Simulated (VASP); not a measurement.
Pd:

```
Pd
1.0
     0.00000    1.94650    1.94650
     1.94650    0.00000    1.94650
     1.94650    1.94650    0.00000
Pd
1
Direct
  0.00000 0.00000 0.00000
```

| Property | Result |
| --- | --- |
| Program | VASP 6.6.1 |
| Task | relaxation of cell and atoms |
| Functional | PBE |
| Potentials or basis | VASP PAW PBE potentials, release 64 (Pd) |
| Cutoff | 600 eV |
| k mesh | 9 × 9 × 9 |
| Occupations | fermi-dirac, width 0.1 eV |
| Spin | no spin polarisation |

At the start: pressure 6.8 GPa; volume 14.75 Å³/atom.

How do energy, volume and symmetry change on relaxing?

Over 3 steps the energy falls by 11.2 meV/atom and the volume is 15.31 Å³/atom (+3.8 %); space group Fm-3m (No. 225, to 0.05 Å).

The path:
```
step  energy change (eV)  largest force (eV/Å)  pressure (GPa)  volume (Å³)
   1              0.0000                0.0000            6.82        14.75
   2              0.0100                0.0000           -7.68        16.13
   3             -0.0112                0.0000           -0.07        15.31
```

Final structure:
```
Pd
1.0
     0.00000    1.97068    1.97068
     1.97068    0.00000    1.97068
     1.97068    1.97068    0.00000
Pd
1
Direct
  0.00000 0.00000 0.00000
```
